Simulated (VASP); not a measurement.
# BaTe (I4/mmm) in VASP: electric field gradients with PBEsol

Aim: the electric field gradients of BaTe with PBEsol.

Program: VASP 6.6.1. These are calculated values, not measurements. Logs are shortened: lines on timing, memory, paths and dates and some standing lists are left out, and cuts for length are marked.

### 1 The cell of the first run

It takes space group I4/mmm (No. 139, tetragonal). The conventional cell has a = 4.822 Å, b = 4.822 Å, c = 6.956 Å, α = 90.00°, β = 90.00°, γ = 90.00°. Within 4.5 Å of Ba (site symmetry 4/mmm) lie 6 Te at 3.41 to 3.48 Å. Within 4.5 Å of Te (site symmetry 4/mmm) lie 6 Ba at 3.41 to 3.48 Å.

### 2 Electric field gradients, PBEsol (zz strain of +2 %)

File INCAR:

```
SYSTEM = BaTe
ALGO = Normal
EDIFF = 1E-8
ENCUT = 400
GGA = PS
GGA_COMPAT = .False.
ISIF = 2
ISMEAR = -1
LASPH = .True.
LCHARG = .False.
LEFG = .True.
LREAL = .False.
LWAVE = .False.
NBANDS = 15
NELM = 120
PREC = Accurate
SIGMA = 0.05
```

File KPOINTS:

```
k-points
0
Gamma
  10 10 10
  0 0 0
```

File POSCAR:

```
BaTe
1.0
    0.0000000000      3.4100000000      3.4782000000
    3.4100000000      0.0000000000      3.4782000000
    3.4100000000      3.4100000000      0.0000000000
Ba Te
1 1
Direct
    0.0000000000      0.0000000000      0.0000000000
    0.5000000000      0.5000000000      0.5000000000
```

Potentials or basis: VASP PAW PBE potentials, release 64 (Ba_sv, Te).

Launch:

```
cat potpaw_PBE.64/Ba_sv/POTCAR potpaw_PBE.64/Te/POTCAR > POTCAR
mpirun -np 1 vasp_std > vasp.out
```

OUTCAR:

```text
SYSTEM = BaTe
   EDIFF = 1E-8
   ENCUT = 400
   GGA = PS
   ISIF = 2
   ISMEAR = -1
   LASPH = .True.
   LREAL = .False.
   NELM = 120
   PREC = Accurate

 ion  position               nearest neighbor table
   1  0.000  0.000  0.000-   2 3.41   2 3.41   2 3.41   2 3.41   2 3.48   2 3.48
   2  0.500  0.500  0.500-   1 3.41   1 3.41   1 3.41   1 3.41   1 3.48   1 3.48

  LATTYP: Found a body centered tetragonal cell.
 ALAT       =     4.8224682477
 C/A-ratio  =     1.4424978336

  Lattice vectors:

 A1 = (  -3.4100000000,   0.0000000000,   3.4782000000)
 A2 = (   3.4100000000,   0.0000000000,   3.4782000000)
 A3 = (   0.0000000000,   3.4100000000,  -3.4782000000)

Analysis of symmetry for initial positions (statically):
=====================================================================
 Subroutine PRICEL returns:
 Original cell was already a primitive cell.

 Routine SETGRP: Setting up the symmetry group for a
 body centered tetragonal supercell.

 Subroutine GETGRP returns: Found 16 space group operations
 (whereof 16 operations were pure point group operations)
 out of a pool of 16 trial point group operations.

The static configuration has the point symmetry D_4h.

Analysis of symmetry for dynamics (positions and initial velocities):
=====================================================================
 Subroutine PRICEL returns:
 Original cell was already a primitive cell.

 Routine SETGRP: Setting up the symmetry group for a
 body centered tetragonal supercell.

 Subroutine GETGRP returns: Found 16 space group operations
 (whereof 16 operations were pure point group operations)
 out of a pool of 16 trial point group operations.

The dynamic configuration has the point symmetry D_4h.

 Subroutine INISYM returns: Found 16 space group operations
 (whereof 16 operations are pure point group operations),
 and found     1 'primitive' translations

----------------------------------------------------------------------------------------

                                     Primitive cell

  volume of cell :      80.8897

  direct lattice vectors                    reciprocal lattice vectors
     0.000000000  3.410000000  3.478200000    -0.146627566  0.146627566  0.143752516
     3.410000000  0.000000000  3.478200000     0.146627566 -0.146627566  0.143752516
[... 131 lines left out ...]

 E-fermi :   3.1907     XC(G=0):  -8.6466

 val. band max:        2.5563544616   @ k =   0.0000   0.0000   0.0000
 cond. band min:       3.8238574207   @ k =   0.5000   0.0000   0.5000
 fundamental gap:      1.2675029591
 Fermi energy:         3.1907127634

 k-point     1 :       0.0000    0.0000    0.0000
  band No.  band energies     occupation
      1     -24.3029      2.00000
      2      -9.4604      2.00000
      3      -9.4604      2.00000
      4      -9.4518      2.00000
      5      -7.1825      2.00000
      6       2.4922      2.00000
      7       2.5564      1.99999
      8       2.5564      1.99999
      9       5.2651      0.00000
     10       5.3977      0.00000
     11       5.3977      0.00000
     12       5.4819      0.00000
     13       6.0575      0.00000
     14       6.1099      0.00000
[... 401 lines left out ...]
      2      -9.7490      2.00000
      3      -9.5501      2.00000
      4      -9.5361      2.00000
      5      -6.7924      2.00000
      6       0.9220      2.00000
      7       1.9667      2.00000
      8       2.0783      2.00000
      9       4.2720      0.00000
     10       7.0232      0.00000
     11       7.2222      0.00000
     12       7.9986      0.00000
     13       8.0179      0.00000
     14       9.2556      0.00000
     15      10.5776      0.00000

 [... further k-points ...]
[... 5 lines left out ...]
  --------------------------------------------------------------------------------------
  -------------------------------------------------------------------------------------
  Total        1.0892279      1.0892279      0.2560072      0.0000000      0.0000000     -0.0000000
  in kB       21.5742658     21.5742658      5.0707179      0.0000000      0.0000000     -0.0000000
  external PRESSURE =      16.0730832 kB  Pullay stress =       0.0000000 kB

 VOLUME and BASIS-vectors are now :
 -----------------------------------------------------------------------------
  energy-cutoff  :      400.00
  volume of cell :       80.89
      direct lattice vectors                 reciprocal lattice vectors
     0.000000000  3.410000000  3.478200000    -0.146627566  0.146627566  0.143752516
     3.410000000  0.000000000  3.478200000     0.146627566 -0.146627566  0.143752516
     3.410000000  3.410000000  0.000000000     0.146627566  0.146627566 -0.143752516

 POSITION                                       TOTAL-FORCE (eV/Angst)
 -----------------------------------------------------------------------------------
      0.00000      0.00000      0.00000        -0.000000      0.000000      0.000000
      3.41000      3.41000      3.47820         0.000000     -0.000000     -0.000000
 -----------------------------------------------------------------------------------
    total drift:                                0.000000     -0.000000     -0.000000

  FREE ENERGIE OF THE ION-ELECTRON SYSTEM (eV)
  ---------------------------------------------------
  free  energy   TOTEN  =        -9.1690930477 eV

  energy  without entropy=       -9.1690930116  energy(sigma->0) =       -9.16909303

 Electric field gradients (V/A^2)
---------------------------------------------------------------------
 ion       V_xx      V_yy      V_zz      V_xy      V_xz      V_yz
---------------------------------------------------------------------
   1     -11.315   -11.315    22.631     0.000     0.000     0.000
   2     -11.730   -11.730    23.460     0.000     0.000     0.000
---------------------------------------------------------------------

 Electric field gradients after diagonalization (V/A^2)
 (convention: |V_zz| > |V_xx| > |V_yy|)
----------------------------------------------------------------------
 ion       V_xx      V_yy      V_zz     asymmetry (V_yy - V_xx)/ V_zz
----------------------------------------------------------------------
   1     -11.315   -11.315    22.631       0.000
   2     -11.730   -11.729    23.460       0.000
----------------------------------------------------------------------

           NMR quadrupolar parameters

 Cq : quadrupolar parameter    Cq=e*Q*V_zz/h
 eta: asymmetry parameters     (V_yy - V_xx)/ V_zz
 Q  : nuclear electric quadrupole moment in mb (millibarn)
----------------------------------------------------------------------
 ion       Cq(MHz)       eta       Q (mb)
----------------------------------------------------------------------
   1       0.055       0.000       1.000
   2       0.057       0.000       1.000
----------------------------------------------------------------------
```

OSZICAR:

```text
N       E                     dE             d eps       ncg     rms          rms(c)
DAV:   1     0.699066042124E+02    0.69907E+02   -0.54065E+03  3060   0.725E+02
DAV:   2    -0.529261912978E+01   -0.75199E+02   -0.69194E+02  4049   0.145E+02
DAV:   3    -0.918627917491E+01   -0.38937E+01   -0.38713E+01  4188   0.348E+01
DAV:   4    -0.927943780512E+01   -0.93159E-01   -0.93139E-01  3852   0.550E+00
DAV:   5    -0.928206249649E+01   -0.26247E-02   -0.26245E-02  4440   0.787E-01    0.398E+00
DAV:   6    -0.917701563802E+01    0.10505E+00   -0.10290E-01  3641   0.166E+00    0.259E+00
DAV:   7    -0.916741182386E+01    0.96038E-02   -0.83533E-02  3865   0.153E+00    0.745E-01
DAV:   8    -0.916883869253E+01   -0.14269E-02   -0.10073E-02  3291   0.570E-01    0.184E-01
DAV:   9    -0.916904093835E+01   -0.20225E-03   -0.52891E-04  4033   0.153E-01    0.506E-02
DAV:  10    -0.916908568078E+01   -0.44742E-04   -0.10184E-04  3781   0.656E-02    0.152E-02
DAV:  11    -0.916909555567E+01   -0.98749E-05   -0.29522E-05  3837   0.299E-02    0.172E-02
DAV:  12    -0.916909253058E+01    0.30251E-05   -0.93806E-06  3760   0.159E-02    0.905E-03
DAV:  13    -0.916909296695E+01   -0.43637E-06   -0.51919E-07  3711   0.458E-03    0.719E-04
DAV:  14    -0.916909298184E+01   -0.14895E-07   -0.18717E-08  3926   0.824E-04    0.776E-04
DAV:  15    -0.916909304221E+01   -0.60371E-07   -0.12326E-09  2580   0.237E-04    0.165E-04
DAV:  16    -0.916909304774E+01   -0.55295E-08   -0.18458E-09  2132   0.201E-04
   1 F= -.91690930E+01 E0= -.91690930E+01  d E =-.361311E-07
```

stdout:

```text
POSCAR found type information on POSCAR BaTe
 POSCAR found :  2 types and       2 ions
 scaLAPACK will be used
 -----------------------------------------------------------------------------
|                                                                             |
|                                                                             |
|     You enforced a specific xc type in the INCAR file but a different       |
|     I HOPE YOU KNOW WHAT YOU ARE DOING!                                     |
|                                                                             |
 -----------------------------------------------------------------------------

 LDA part: xc-table for (Slater+PW92), standard interpolation
 POSCAR, INCAR and KPOINTS ok, starting setup
 FFT: planning ... GRIDC
 FFT: planning ... GRID_SOFT
 FFT: planning ... GRID
 WAVECAR not read
 entering main loop
ion   1

ion   2
```

It took 30 s on 1 thread of Intel Xeon 6975P-C (Granite Rapids), shared host; peak memory 0.23 GiB.

What came out:

```
Free energy            : -9.1691 eV
Pressure               : 1.6 GPa
Band gap on the k mesh : 1.27 eV, indirect (least direct gap 1.64 eV)
```

Electric field gradients, principal values (V/Å²):
| atom | least | middle | greatest (by size) |
| --- | --- | --- | --- |
| 1 Ba | -11.315 | -11.315 | 22.631 |
| 2 Te | -11.729 | -11.730 | 23.460 |

Caveat: the cell differs from its parent crystal (zz strain of +2 %); without QUAD_EFG the Cq values of the log hold for a quadrupole moment of 1 mb, not for the nuclei; the PAW data sets were made with another functional, which shifts forces and pressure a little; spin-orbit coupling is left out, which moves the levels of the heavy elements. A k mesh can miss the band edges.
